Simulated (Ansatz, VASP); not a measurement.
Two plane-wave programs on In

INCAR

```
ALGO = Normal ; EDIFF = 1E-7
EDIFFG = -0.01 ; ENCUT = 600
GGA = PE ; IBRION = 2
ISIF = 3 ; ISMEAR = -1
IVDW = 12 ; LASPH = T
LCHARG = F ; LREAL = F
LWAVE = F ; NELM = 60
NSW = 60 ; PREC = Accurate
SIGMA = 0.05
```

File KPOINTS:

```
k-points
0
Gamma
  9 9 5
```

File POSCAR:

```
In
1.0
    3.3354847820      0.0000000000      0.0000000000
   -1.6677423910      2.8886145552      0.0000000000
    0.0000000000      0.0000000000      5.5091429200
In
2
Direct
    0.6666666667      0.3333333333      0.7500000000
    0.3333333333      0.6666666667      0.2500000000
```

The input input.yaml:

```yaml
crystal:
  lattice:
    - [3.335484782, 0.0, 0.0]
    - [-1.667742391, 2.8886145552, 0.0]
    - [0.0, 0.0, 5.50914292]
  atoms:
    - { symbol: In, position: [0.6666666667, 0.3333333333, 0.75] }
    - { symbol: In, position: [0.3333333333, 0.6666666667, 0.25] }
hamiltonian:
  xc: pbe
  pseudopotentials: { kind: paw }
  dispersion: d3bj
kpoints:
  mp_grid: { grid: [9, 9, 5] }
scf:
  occupations: { method: fermi_dirac, width: 0.05 }
output:
  forces: true
  stress: true
  eigenvalues: true
  write_density: true
  write_potential: true
  elf: true
  volumetric_format: npy
relax:
  f_tol: 0.01
  max_steps: 40
  cell: { stress_tol: 0.05 }
```

Alike in both runs: task relaxation of cell and atoms; functional PBE; dispersion D3(BJ); k mesh 9 × 9 × 5; occupations fermi-dirac, width 0.05 eV; no spin polarisation.

```csv
,VASP,Ansatz
version,VASP 6.6.1,Ansatz 0.2.0
potentials or method,"VASP PAW PBE potentials, release 64 (In_d)",Ansatz PAW
plane-wave cutoff (eV),600,420
valence electrons in the cell,26,26
```

Ansatz gave:

```
gap on the k mesh at the Fermi level, each at its own relaxed structure (eV) : none
relaxed volume (Å³/atom)                                                     : 26.10
relaxed cell length with the largest relative difference (Å)                 : 5.437
```

Question: Which values does VASP return?

Answer: gap on the k mesh at the Fermi level, each at its own relaxed structure (eV): none; relaxed volume (Å³/atom): 26.08; relaxed cell length with the largest relative difference (Å): 5.436.

A gap of «none» marks a metal or a gap that the smearing closes.

Noted on Ansatz's run: the plane-wave basis is chosen anew once the cell has moved, so the energies of steps on either side of that aren't comparable.
